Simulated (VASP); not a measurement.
# As (P6_3/mmc) in VASP: notebook, part 2 of 2

VASP 6.6.1.

### 4 Relaxation of shape and atoms at fixed volume, PBE

This run uses another cell than the first one, of 9.70 Å³/atom.

Input file INCAR:

```
SYSTEM = As
PREC = Accurate
ENCUT = 600
EDIFF = 1E-6
ISMEAR = -1
SIGMA = 0.1
LREAL = .False.
LASPH = .True.
NELM = 100
ALGO = Normal
ISIF = 4
LWAVE = .False.
LCHARG = .False.
GGA = PE
IBRION = 2
NSW = 50
EDIFFG = -0.005
```

Input file KPOINTS:

```
Automatic mesh
0
Gamma
  16 16 9
  0 0 0
```

Input file POSCAR:

```
As
1.0
    2.3479710878      0.0000000000      0.0000000000
   -1.1739855439      2.0334026094      0.0000000000
    0.0000000000      0.0000000000      4.0628556686
As
2
Direct
    0.3333333333      0.6666666667      0.2500000000
    0.6666666667      0.3333333333      0.7500000000
```

Potentials or basis: VASP PAW PBE potentials, release 64 (As).

The run is started by

```sh
cat potpaw_PBE.64/As/POTCAR > POTCAR
mpirun -np 1 vasp_std > vasp.out
```

OUTCAR:

```text
SYSTEM = As
   PREC = Accurate
   ENCUT = 600
   EDIFF = 1E-6
   ISMEAR = -1
   LREAL = .False.
   LASPH = .True.
   NELM = 100
   ISIF = 4
   GGA = PE
   IBRION = 2
   NSW = 50
   EDIFFG = -0.005

 ion  position               nearest neighbor table
   1  0.333  0.667  0.250-   2 2.44   2 2.44   2 2.44   2 2.44   2 2.44   2 2.44
   2  0.667  0.333  0.750-   1 2.44   1 2.44   1 2.44   1 2.44   1 2.44   1 2.44

  LATTYP: Found a hexagonal cell.
 ALAT       =     2.3479710878
 C/A-ratio  =     1.7303686956

  Lattice vectors:

 A1 = (   2.3479710878,   0.0000000000,   0.0000000000)
 A2 = (  -1.1739855439,   2.0334026094,   0.0000000000)
 A3 = (   0.0000000000,   0.0000000000,   4.0628556686)

Analysis of symmetry for initial positions (statically):
=====================================================================
 Subroutine PRICEL returns:
 Original cell was already a primitive cell.

 Routine SETGRP: Setting up the symmetry group for a
 hexagonal supercell.

 Subroutine GETGRP returns: Found 24 space group operations
 (whereof 12 operations were pure point group operations)
 out of a pool of 24 trial point group operations.

The static configuration has the point symmetry D_3d.
 The point group associated with its full space group is D_6h.

Analysis of symmetry for dynamics (positions and initial velocities):
=====================================================================
 Subroutine PRICEL returns:
 Original cell was already a primitive cell.

 Routine SETGRP: Setting up the symmetry group for a
 hexagonal supercell.

 Subroutine GETGRP returns: Found 24 space group operations
 (whereof 12 operations were pure point group operations)
 out of a pool of 24 trial point group operations.

The dynamic configuration has the point symmetry D_3d.
 The point group associated with its full space group is D_6h.

 Subroutine INISYM returns: Found 24 space group operations
 (whereof 12 operations are pure point group operations),
 and found     1 'primitive' translations

----------------------------------------------------------------------------------------

                                     Primitive cell

  volume of cell :      19.3976

  direct lattice vectors                    reciprocal lattice vectors
     2.347971088  0.000000000  0.000000000     0.425899623  0.245893262  0.000000000
    -1.173985544  2.033402609  0.000000000     0.000000000  0.491786523  0.000000000
     0.000000000  0.000000000  4.062855669     0.000000000  0.000000000  0.246132297

  length of vectors
     2.347971088  2.347971088  4.062855669     0.491786523  0.491786523  0.246132297

  position of ions in fractional coordinates (direct lattice)
     0.333333333  0.666666667  0.250000000
     0.666666667  0.333333333  0.750000000

  ion indices of the primitive-cell ions
   primitive index   ion index
                 1           1
                 2           2

----------------------------------------------------------------------------------------

 KPOINTS: Automatic mesh

Automatic generation of k-mesh.
[... 60 lines left out ...]
   ISPIN  =      1    spin polarized calculation?
   LNONCOLLINEAR =      F non collinear calculations
   LSORBIT =      F    spin-orbit coupling
   LASPH  =      T    aspherical Exc in radial PAW
   ENCUT  =  600.0 eV  44.10 Ry    6.64 a.u.   4.69  4.69  8.11*2*pi/ulx,y,z
   NELM   =    100;   NELMIN=  2; NELMDL= -5     # of ELM steps
   EDIFF  = 0.1E-05   stopping-criterion for ELM
   LREAL  =      F    real-space projection
   EDIFFG = -.5E-02   stopping-criterion for IOM
   NSW    =     50    number of steps for IOM
   IBRION =      2    ionic relax: 0-MD 1-quasi-New 2-CG
   NFREE  =      1    steps in history (QN), initial steepest desc. (CG)
   ISIF   =      4    stress and relaxation
   ISYM   =      2    0-nonsym 1-usesym 2-fastsym
   POTIM  = 0.5000    time-step for ionic-motion
   TEBEG  =    0.0;   TEEND  =   0.0 temperature during run
   PSTRESS=    0.0 pullay stress
   NELECT =      10.0000    total number of electrons
   NUPDOWN=      -1.0000    fix difference up-down
   EMIN   =  10.00;   EMAX   =-10.00  energy-range for DOS
   EFERMI =   0.00;   METHOD = LEGACY
   ISMEAR =    -1;   SIGMA  =   0.10  broadening in eV -4-tet -1-fermi 0-gaus
   EFERMI_NEDOS =   21; number of points for ismear=-14 and -15
   IALGO  =     38    algorithm
   IMIX   =      4    mixing-type and parameters
     AMIX     =   0.40;   BMIX     =  1.00
     AMIX_MAG =   1.60;   BMIX_MAG =  1.00
  volume/ion in A,a.u.               =       9.70        65.45
  Fermi-wavevector in a.u.,A,eV,Ry     =   1.312680  2.480606 23.444604  1.723130
  Thomas-Fermi vector in A             =   2.443056
   LORBIT       =      0    0 simple, 1 ext, 2 COOP (PROOUT), +10 PAW based schemes
   GGA     = PE    functional components
   LHFCALC =     F    Hartree Fock is set to
   AEXX    =    0.0000 exact exchange contribution
   IVDW    =     0    specifies the selected vdW correction
   LEPSILON=     F    determine dielectric tensor
   LRPA    =     F    only Hartree local field effects (RPA)
 conjugate gradient relaxation of ions
 non-spin polarized calculation
  energy-cutoff  :      600.00
  volume of cell :       19.40
 maximum number of plane-waves:       665
 NGX is ok and might be reduce to    20
   NGX =  9   NGY =  9   NGZ = 17

--------------------------------------- Ionic step        1  -------------------------------------------

 number of electron      10.0000000 magnetization

 Free energy of the ion-electron system (eV)
  ---------------------------------------------------
  ext. energy  EPLUGINS =         0.00000000
  ---------------------------------------------------
  free energy    TOTEN  =        -0.27921227 eV

  energy without entropy =       -0.25340819  energy(sigma->0) =       -0.26631023

------------------------ aborting loop because EDIFF is reached ----------------------------------------

  FORCE on cell =-STRESS in cart. coord.  units (eV):
  Direction    XX          YY          ZZ          XY          YZ          ZX
  --------------------------------------------------------------------------------------
  -------------------------------------------------------------------------------------
  Total       31.6129583     31.6129583     27.4443219      0.0000000     -0.0000000      0.0000000
  in kB     2611.1282563   2611.1282563   2266.8123526      0.0000000     -0.0000000      0.0000000
  external PRESSURE =    2496.3562884 kB  Pullay stress =       0.0000000 kB
[... 89 lines left out ...]
  FREE ENERGIE OF THE ION-ELECTRON SYSTEM (eV)
  ---------------------------------------------------
  free  energy   TOTEN  =        -0.4360751495 eV

  energy  without entropy=       -0.4215686283  energy(sigma->0) =       -0.42882189

[... ionic steps 4 to 10 ...]

--------------------------------------- Ionic step       11  -------------------------------------------

 number of electron      10.0000001 magnetization

------------------------ aborting loop because EDIFF is reached ----------------------------------------
[... 67 lines left out ...]
--------------------------------------- Ionic step       13  -------------------------------------------

 number of electron      10.0000001 magnetization

 Free energy of the ion-electron system (eV)
  ---------------------------------------------------
  ext. energy  EPLUGINS =         0.00000000
  ---------------------------------------------------
  free energy    TOTEN  =        -0.43609707 eV

  energy without entropy =       -0.42166540  energy(sigma->0) =       -0.42888123

 E-fermi :  16.9899     XC(G=0): -13.9802

 val. band max:       16.9481311585   @ k =   0.5000   0.0000   0.2222
 cond. band min:      17.0312281504   @ k =   0.4375   0.0625   0.3333
 fundamental gap:      0.0830969919
 Fermi energy:        16.9899207774

 k-point     1 :       0.0000    0.0000    0.0000
  band No.  band energies     occupation
      1      -6.8454      2.00000
      2       3.6740      2.00000
      3       3.7562      2.00000
      4      24.8921      0.00000
      5      24.8921      0.00000
      6      27.7272      0.00000
      7      27.7272      0.00000
      8      30.4331      0.00000
      9      31.6301      0.00000
[... 265 lines left out ...]
 k-point    24 :       0.2500    0.1875    0.0000
  band No.  band energies     occupation
      1      -1.7410      2.00000
      2       8.5278      2.00000
      3       8.8855      2.00000
      4       9.2304      2.00000
      5      11.6207      2.00000
      6      19.1285      0.00000
      7      19.4985      0.00000
      8      21.1323      0.00000
      9      23.3692      0.00000

 [... further k-points ...]
[... 5 lines left out ...]
  --------------------------------------------------------------------------------------
  -------------------------------------------------------------------------------------
  Total       29.8844549     29.8844549     29.8928005     -0.0000000     -0.0000000      0.0000000
  in kB     2468.3594637   2468.3594644   2469.0487803     -0.0000000     -0.0000000      0.0000000
  external PRESSURE =    2468.5892361 kB  Pullay stress =       0.0000000 kB
[... 17 lines left out ...]
  FREE ENERGIE OF THE ION-ELECTRON SYSTEM (eV)
  ---------------------------------------------------
  free  energy   TOTEN  =        -0.4360970658 eV

  energy  without entropy=       -0.4216653985  energy(sigma->0) =       -0.42888123

 reached required accuracy - stopping structural energy minimisation
```

Wall time 99 s (1 thread of Intel Xeon 8259CL, shared host); peak memory 0.16 GiB.

Results:

| Property | Result |
| --- | --- |
| Free energy | -0.4361 eV |
| Energy gained by relaxing | 78.4 meV/atom |
| Ionic steps | 13 |
| Pressure after relaxing | 246.9 GPa |
| Band gap on the k mesh | zero (bands 5 and 6 overlap by 16.97 eV) |

The path:
| step | energy change (eV) | largest force (eV/Å) | pressure (GPa) | volume (Å³) |
| --- | --- | --- | --- | --- |
| 1 | 0.0000 | 0.0000 | 249.64 | 19.40 |
| 2 | -0.1464 | 0.0000 | 247.10 | 19.40 |
| 3 | -0.1569 | 0.0000 | 246.86 | 19.40 |
| 4 | -0.1568 | 0.0000 | 246.86 | 19.40 |
| 5 | -0.1568 | 0.0000 | 246.86 | 19.40 |
| 6 | -0.1569 | 0.0000 | 246.86 | 19.40 |
| 7 | -0.1569 | 0.0000 | 246.86 | 19.40 |
| 8 | -0.1569 | 0.0000 | 246.86 | 19.40 |
| 9 | -0.1569 | 0.0000 | 246.86 | 19.40 |
| 10 | -0.1569 | 0.0000 | 246.86 | 19.40 |
| 11 | -0.1569 | 0.0000 | 246.86 | 19.40 |
| 12 | -0.1569 | 0.0000 | 246.86 | 19.40 |
| 13 | -0.1569 | 0.0000 | 246.86 | 19.40 |

Final structure:
```
As
1.0
     2.41571    0.00000    0.00000
    -1.20785    2.09206    0.00000
     0.00000    0.00000    3.83820
As
2
Direct
  0.33333 0.66667 0.25000
  0.66667 0.33333 0.75000
```

Levels at points of the mesh, in eV from the Fermi level:
```
           k point  band 3  band 4  band 5  band 6  band 7  band 8
(0.00, 0.00, 0.00)  -13.23    7.90    7.90   10.74   10.74   13.44
(0.50, 0.00, 0.00)   -5.67   -5.26   -4.42   -2.54    0.28    5.25
```

### 5 Relaxation of shape and atoms at fixed volume, PBE

This run uses another cell than the first one, of 11.25 Å³/atom.

Input file INCAR:

```
SYSTEM = As
  PREC = Accurate
  ENCUT = 600
  EDIFF = 1E-6
  ISMEAR = -1
  SIGMA = 0.1
  LREAL = .False.
  LASPH = .True.
  NELM = 80
  ALGO = Normal
  ISIF = 4
  LWAVE = .False.
  LCHARG = .False.
  GGA = PE
  IBRION = 2
  NSW = 50
  EDIFFG = -0.005
```

Input file KPOINTS:

```
regular mesh
0
Gamma
  16 16 9
  0 0 0
```

Input file POSCAR:

```
As
1.0
    2.4670544864      0.0000000000      0.0000000000
   -1.2335272432      2.1365318578      0.0000000000
    0.0000000000      0.0000000000      4.2689138536
As
2
Direct
    0.3333333333      0.6666666667      0.2500000000
    0.6666666667      0.3333333333      0.7500000000
```

The run is started by

```sh
cat potpaw_PBE.64/As/POTCAR > POTCAR
mpirun -np 1 vasp_std > vasp.out
```

Run time: 91 s. Hardware: 1 thread of Intel Xeon 8259CL, shared host; peak memory 0.17 GiB.

The run converged. Its results:

| Quantity | Value |
| --- | --- |
| Free energy | -4.0633 eV |
| Energy gained by relaxing | 54.2 meV/atom |
| Ionic steps | 7 |
| Pressure after relaxing | 138.9 GPa |
| Band gap on the k mesh | zero (bands 5 and 6 overlap by 14.45 eV) |

Step by step:
| step | energy change (eV) | largest force (eV/Å) | pressure (GPa) | volume (Å³) |
| --- | --- | --- | --- | --- |
| 1 | 0.0000 | 0.0000 | 141.18 | 22.50 |
| 2 | -0.0997 | 0.0000 | 139.09 | 22.50 |
| 3 | -0.1077 | 0.0000 | 138.97 | 22.50 |
| 4 | -0.1083 | 0.0000 | 138.92 | 22.50 |
| 5 | -0.1083 | 0.0000 | 138.93 | 22.50 |
| 6 | -0.1083 | 0.0000 | 138.92 | 22.50 |
| 7 | -0.1083 | 0.0000 | 138.92 | 22.50 |

Final structure:
```xyz
2
Lattice="2.5394 0.0000 0.0000 -1.2697 2.1992 0.0000 0.0000 0.0000 4.0292" Properties=species:S:1:pos:R:3 pbc="T T T"
As    0.0000    1.4661    1.0073
As    1.2697    0.7331    3.0219
```

Levels at points of the mesh, in eV from the Fermi level:
```
           k point  band 1  band 2  band 3  band 4  band 5  band 6  band 7  band 8  band 9
(0.00, 0.00, 0.00)  -21.45  -12.37  -11.53    6.74    6.74    9.57    9.57   12.35   13.14
(0.50, 0.00, 0.00)  -14.10  -12.89   -4.86   -4.77   -4.77   -1.86    0.29    5.01    7.72
```

### 6 Relaxation of shape and atoms at fixed volume, PBE

This run uses another cell than the first one, of 13.19 Å³/atom.

Input file INCAR:

```
SYSTEM = As
PREC     = Accurate       ! precision mode
ENCUT    = 600            ! plane-wave cutoff, eV
EDIFF    = 1E-7           ! SCF threshold, eV
ISMEAR   = -1             ! smearing method
SIGMA    = 0.1            ! smearing width, eV
LREAL    = .FALSE.        ! projectors in reciprocal space
LASPH    = .TRUE.         ! aspherical terms in the spheres
NELM     = 100            ! most SCF steps
ALGO     = Normal         ! electronic algorithm
ISIF     = 4              ! what is computed and relaxed
LWAVE    = .FALSE.        ! write WAVECAR
LCHARG   = .FALSE.        ! write CHGCAR
GGA      = PE             ! functional
IBRION   = 2              ! ionic algorithm
NSW      = 50             ! ionic steps
EDIFFG   = -0.005         ! ionic threshold
```

Input file KPOINTS:

```
regular mesh
0
G
  16 16 9
  0 0 0
```

Input file POSCAR:

```
As
1.0
    2.6013914847      0.0000000000      0.0000000000
   -1.3006957423      2.2528711109      0.0000000000
    0.0000000000      0.0000000000      4.5013663901
As
2
Direct
    0.3333333333      0.6666666667      0.2500000000
    0.6666666667      0.3333333333      0.7500000000
```

Potentials or basis: VASP PAW PBE potentials, release 64 (As).

The run is started by

```sh
cat potpaw_PBE.64/As/POTCAR > POTCAR
mpirun -np 1 vasp_std > vasp.out
```

OUTCAR:

```text
SYSTEM = As
   PREC = Accurate
   ENCUT = 600
   EDIFF = 1E-7
   ISMEAR = -1
   LREAL = .FALSE.
   LASPH = .TRUE.
   NELM = 100
   ISIF = 4
   GGA = PE
   IBRION = 2
   NSW = 50
   EDIFFG = -0.005

 ion  position               nearest neighbor table
   1  0.333  0.667  0.250-   2 2.71   2 2.71   2 2.71   2 2.71   2 2.71   2 2.71
   2  0.667  0.333  0.750-   1 2.71   1 2.71   1 2.71   1 2.71   1 2.71   1 2.71

  LATTYP: Found a hexagonal cell.
 ALAT       =     2.6013914847
 C/A-ratio  =     1.7303686956

  Lattice vectors:

 A1 = (   2.6013914847,   0.0000000000,   0.0000000000)
 A2 = (  -1.3006957423,   2.2528711109,   0.0000000000)
 A3 = (   0.0000000000,   0.0000000000,   4.5013663901)

Analysis of symmetry for initial positions (statically):
=====================================================================
[... 400 lines left out ...]

 E-fermi :  11.4982     XC(G=0): -12.4644

 val. band max:       11.4625525230   @ k =   0.2500   0.1875   0.1111
 cond. band min:      11.5051313323   @ k =   0.2500   0.0625   0.2222
 fundamental gap:      0.0425788093
 Fermi energy:        11.4981517253

 k-point     1 :       0.0000    0.0000    0.0000
  band No.  band energies     occupation
      1      -7.7121      2.00000
      2      -0.0180      2.00000
      3       1.6750      2.00000
      4      17.0318      0.00000
      5      17.0318      0.00000
      6      19.6768      0.00000
      7      19.6768      0.00000
      8      21.7754      0.00000
      9      22.7976      0.00000
[... 265 lines left out ...]
 k-point    24 :       0.2500    0.1875    0.0000
  band No.  band energies     occupation
      1      -3.7228      2.00000
      2       3.2541      2.00000
      3       5.5901      2.00000
      4       5.6500      2.00000
      5       7.3920      2.00000
      6      12.5305      0.00007
      7      13.7967      0.00000
      8      14.2765      0.00000
      9      18.1589      0.00000

 [... further k-points ...]
[... 5 lines left out ...]
  --------------------------------------------------------------------------------------
  -------------------------------------------------------------------------------------
  Total       11.3698247     11.3698247     11.3703861      0.0000000     -0.0000000      0.0000000
  in kB      690.5226455    690.5226454    690.5567418      0.0000001     -0.0000000      0.0000000
  external PRESSURE =     690.5340109 kB  Pullay stress =       0.0000000 kB
[... 17 lines left out ...]
  FREE ENERGIE OF THE ION-ELECTRON SYSTEM (eV)
  ---------------------------------------------------
  free  energy   TOTEN  =        -6.4834977294 eV

  energy  without entropy=       -6.4559503388  energy(sigma->0) =       -6.46972403

 reached required accuracy - stopping structural energy minimisation
```

It took 2.2 min on 1 thread of Intel Xeon 8259CL, shared host; peak memory 0.19 GiB.

Results:

```yaml
Free_energy: -6.4835 eV
Energy_gained_by_relaxing: 31.3 meV/atom
Ionic_steps: 7
Pressure_after_relaxing: 69.1 GPa
Band_gap_on_the_k_mesh: zero (bands 5 and 6 overlap by 11.94 eV)
```

Step by step:
```csv
step,energy change (eV),largest force (eV/Å),pressure (GPa),volume (Å³)
1,0.0000,0.0000,70.48,26.38
2,-0.0289,0.0000,69.55,26.38
3,-0.0370,0.0000,69.73,26.38
4,-0.0625,0.0000,69.04,26.38
5,-0.0625,0.0000,69.07,26.38
6,-0.0625,0.0000,69.05,26.38
7,-0.0625,0.0000,69.05,26.38
```

Final structure:
```cif
data_structure
_symmetry_space_group_name_H-M 'P 1'
_symmetry_Int_Tables_number 1
_cell_length_a 2.6834
_cell_length_b 2.6834
_cell_length_c 4.2306
_cell_angle_alpha 90.000
_cell_angle_beta 90.000
_cell_angle_gamma 120.000
_cell_volume 26.38
loop_
_atom_site_label
_atom_site_type_symbol
_atom_site_fract_x
_atom_site_fract_y
_atom_site_fract_z
_atom_site_occupancy
As1 As 0.33333 0.66667 0.25000 1
As2 As 0.66667 0.33333 0.75000 1
```

### 7 Summary

```csv
task,cell,cutoff (eV),gap on the mesh (eV),pressure (GPa)
single point,"a = 2.958, b = 2.958, c = 5.119 Å, angles 90.0, 90.0, 120.0°, 2 atoms",520,none,0.0
relaxation of shape and atoms at fixed volume,"relaxed from a = 2.233, b = 2.233, c = 3.864 Å, angles 90.0, 90.0, 120.0°, 2 atoms",600,none,423.9
relaxation of shape and atoms at fixed volume,"relaxed from a = 2.348, b = 2.348, c = 4.063 Å, angles 90.0, 90.0, 120.0°, 2 atoms",600,none,246.9
relaxation of shape and atoms at fixed volume,"relaxed from a = 2.467, b = 2.467, c = 4.269 Å, angles 90.0, 90.0, 120.0°, 2 atoms",600,none,138.9
relaxation of shape and atoms at fixed volume,"relaxed from a = 2.601, b = 2.601, c = 4.501 Å, angles 90.0, 90.0, 120.0°, 2 atoms",600,none,69.1
```

Alike in all rows: level PBE; potentials or basis VASP PAW PBE potentials, release 64 (As); no spin polarisation; k mesh 16 × 16 × 9; smearing fermi-dirac 0.1 eV.

Total energies depend on the potentials used, so only differences within one code and one set of settings carry meaning.

The gap in the log of VASP goes by the Fermi energy; the results here count the filled bands.